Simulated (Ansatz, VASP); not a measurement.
## Two plane-wave programs on Au

Contents of INCAR:

```
PREC = Accurate ; ENCUT = 520
EDIFF = 1E-8 ; ISMEAR = -1
SIGMA = 0.03 ; LREAL = F
LASPH = T ; NELM = 60
ALGO = Normal ; ISIF = 2
LWAVE = F ; LCHARG = F
GGA = PS ; LEFG = T
NBANDS = 18
```

File KPOINTS:

```
regular mesh
0
Gamma
  14 14 8
```

The input POSCAR:

```
Au
1.0
    2.8999984104      0.0000000000      0.0000000000
   -1.4499992052      2.5114722944      0.0000000000
    0.0000000000      0.0000000000      4.9288000000
Au
2
Direct
    0.3333333333      0.6666666667      0.7500000000
    0.6666666667      0.3333333333      0.2500000000
```

Input for Ansatz:

```yaml
crystal:
  lattice:
    - [2.8999984104, 0.0, 0.0]
    - [-1.4499992052, 2.5114722944, 0.0]
    - [0.0, 0.0, 4.9288]
  atoms:
    - { symbol: Au, position: [0.3333333333, 0.6666666667, 0.75] }
    - { symbol: Au, position: [0.6666666667, 0.3333333333, 0.25] }
kpoints:
  mp_grid: { grid: [14, 14, 8] }
scf:
  occupations: { method: fermi_dirac, width: 0.03 }
hamiltonian:
  xc: pbesol
  pseudopotentials: { kind: paw }
output:
  forces: true
  stress: true
  eigenvalues: true
  efg: { contact_densities: true }
```

Change from the starting cell: zz strain of +1 %, PAW files.

Alike in both runs: task electric field gradients; functional PBEsol; k mesh 14 × 14 × 8; occupations fermi-dirac, width 0.03 eV; no spin polarisation.

```csv
,VASP,Ansatz
version,VASP 6.6.1,Ansatz 0.2.0
potentials or method,"VASP PAW PBE potentials, release 64 (Au)","PAW with Ansatz's default frozen-core files, scalar-relativistic"
plane-wave cutoff (eV),520,420
valence electrons in the cell,22,38
```

Ansatz gave:

| Quantity | Value |
| --- | --- |
| pressure (GPa) | -7.5 |
| traceless stress, the component that is largest in VASP (GPa) | -0.06 |
| size of Vzz on the site where it differs most (V/Å²) | 5.6 |

Task: Estimate VASP's values.

Result: Pressure (GPa): -7.7; traceless stress, the component that is largest in VASP (GPa): -0.06; size of Vzz on the site where it differs most (V/Å²): 23.2.

VASP's potentials were made for PBE, not for PBEsol. VASP's potentials hold 22 valence electrons a cell and Ansatz's 38, so a difference there can come from the potentials and not from the codes.

Neither program's run includes spin-orbit coupling.
